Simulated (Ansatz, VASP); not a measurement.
**Two plane-wave programs on BAs**

File INCAR:

```
SYSTEM = BAs
ALGO = Normal
EDIFF = 1E-7
ENCUT = 520
GGA = PE
ISIF = 2
ISMEAR = 0
LASPH = .TRUE.
LCHARG = .FALSE.
LREAL = .FALSE.
LWAVE = .FALSE.
NBANDS = 11
NELM = 60
PREC = Accurate
SIGMA = 0.1
```

KPOINTS

```
k-points
0
G
  6 6 6
  0 0 0
```

POSCAR

```
BAs
1.0
    0.0000000000      2.4096270000      2.4096270000
    2.4096270000      0.0000000000      2.4096270000
    2.4096270000      2.4096270000      0.0000000000
B As
1 1
Direct
    0.2500000000      0.2500000000      0.2500000000
    0.0000000000      0.0000000000      0.0000000000
```

Input for Ansatz:

```yaml
crystal:
  lattice:
    - [0.0, 2.409627, 2.409627]
    - [2.409627, 0.0, 2.409627]
    - [2.409627, 2.409627, 0.0]
  atoms:
    - { symbol: B, position: [0.25, 0.25, 0.25] }
    - { symbol: As, position: [0.0, 0.0, 0.0] }
basis:
  ecutwfc: 420
kpoints:
  mp_grid: { grid: [6, 6, 6] }
hamiltonian:
  xc: pbe
scf:
  occupations: { method: gaussian, width: 0.1 }
output:
  forces: true
  stress: true
  eigenvalues: true
  dos: { projected: true }
```

Alike in both runs: task single point; functional PBE; k mesh 6 × 6 × 6; occupations gaussian, width 0.1 eV; no spin polarisation.

```csv
,VASP,Ansatz
version,VASP 6.6.1,Ansatz 0.2.0
potentials or method,"VASP PAW PBE potentials, release 64 (B, As), cutoff 520 eV","scalar-relativistic, plane waves, PAW"
valence electrons in the cell,8,18
```

|  | VASP | Ansatz | Ansatz less VASP |
| --- | --- | --- | --- |
| gap on the k mesh at the Fermi level (eV) | 1.29 | 1.30 | +0.007 |
| least direct gap on the mesh (eV) | 3.24 | 3.25 | +0.005 |
| pressure (GPa) | -0.2 | -0.8 | -0.58 |

With one functional, cell and mesh, what is left measures potentials, basis and numerics. VASP's potentials hold 8 valence electrons a cell and Ansatz's 18, so a difference there can come from the potentials and not from the codes.
